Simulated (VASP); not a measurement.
Set up this calculation in VASP 6.6.1, as the native input.

```yaml
Task: single point
Functional: PBE
Potentials_or_basis: VASP PAW PBE potentials, release 64 (Rb_sv, La, Sn_d)
Cutoff: 520 eV
k_mesh: 6 × 6 × 4
Occupations: gaussian, width 0.1 eV
Spin: no spin polarisation
Dipole_correction: no
Further_INCAR_settings: ALGO = Normal; EDIFF = 1e-06; NBANDS = 24
```

The structure of RbLaSn lies in POSCAR:

```
RbLaSn
1.0
    5.6804613672     -0.0000000033      0.0000000000
   -2.8402306808      4.9194238508      0.0000000000
    0.0000000000      0.0000000000      4.5189461820
Rb La Sn
1 1 1
Direct
    0.0000000000      0.0000000000      0.0000000000
    0.3333333333      0.6666666667      0.5000000000
    0.6666666667      0.3333333333      0.5000000000
```

One way to write it, as run:

INCAR

```
PREC = Accurate
ENCUT = 520
EDIFF = 1E-6
ISMEAR = 0
SIGMA = 0.1
LREAL = False
LASPH = True
NELM = 60
ALGO = Normal
ISIF = 2
LWAVE = False
LCHARG = True
GGA = PE
LELF = True
LVHAR = True
NBANDS = 24
```

KPOINTS

```
Automatic mesh
0
Gamma
  6 6 4
```

Potentials or basis: VASP PAW PBE potentials, release 64 (Rb_sv, La, Sn_d).

Launch:

```console
$ cat potpaw_PBE.64/Rb_sv/POTCAR potpaw_PBE.64/La/POTCAR potpaw_PBE.64/Sn_d/POTCAR > POTCAR
$ mpirun -np 1 vasp_std > vasp.out
```

Results of the run:

The pressure is -0.1 GPa and the band gap on the k mesh is 0.11 eV, direct.

Caveat: spin-orbit coupling is left out, which moves the levels of the heavy elements.

Run time: 43 s on 1 thread of AMD EPYC 9R45 96-Core Processor (Zen 5), with other jobs on the host, peak memory 0.26 GiB.
